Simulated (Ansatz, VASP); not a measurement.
## Two plane-wave programs on HgH8

```
Hg H
1.0
     5.87083   -3.94230    0.00000
     5.87083    3.94230    0.00000
    -1.50964    0.00000    4.54043
Hg H
1 8
Direct
  0.63160 0.63160 0.35083
  0.62466 0.21821 0.79831
  0.61567 0.12597 0.68129
  0.12597 0.61567 0.68129
  0.21821 0.62466 0.79831
  0.22983 0.22983 0.97814
  0.97068 0.97068 0.23708
  0.18177 0.18177 0.05093
  0.00876 0.00876 0.39605
```

Change from the starting cell: relaxed end of: species swapped into the LiO8 type (Cm, No. 8).

Alike in both runs: task relaxation of cell and atoms; functional PBE; k mesh 4 × 4 × 6; occupations gaussian, width 0.02 eV; no spin polarisation.

|  | VASP | Ansatz |
| --- | --- | --- |
| version | VASP 6.6.1 | Ansatz 0.2.0 |
| potentials or method | VASP PAW PBE potentials, release 64 (Hg, H), cutoff 600 eV | scalar-relativistic, plane waves, PAW |
| valence electrons in the cell | 20 | 28 |

```tsv
	VASP	Ansatz	Ansatz less VASP
gap on the k mesh at the Fermi level, each at its own relaxed structure (eV)	4.56	4.55	-0.009
relaxed volume (Å³/atom)	23.35	23.35	+0.006
relaxed length of the cell vector where the two differ most in proportion (Å)	4.784	4.785	+0.0009
```

VASP's potentials hold 20 valence electrons a cell and Ansatz's 28, so a difference there can come from the potentials and not from the codes.

Neither program's run includes spin-orbit coupling.
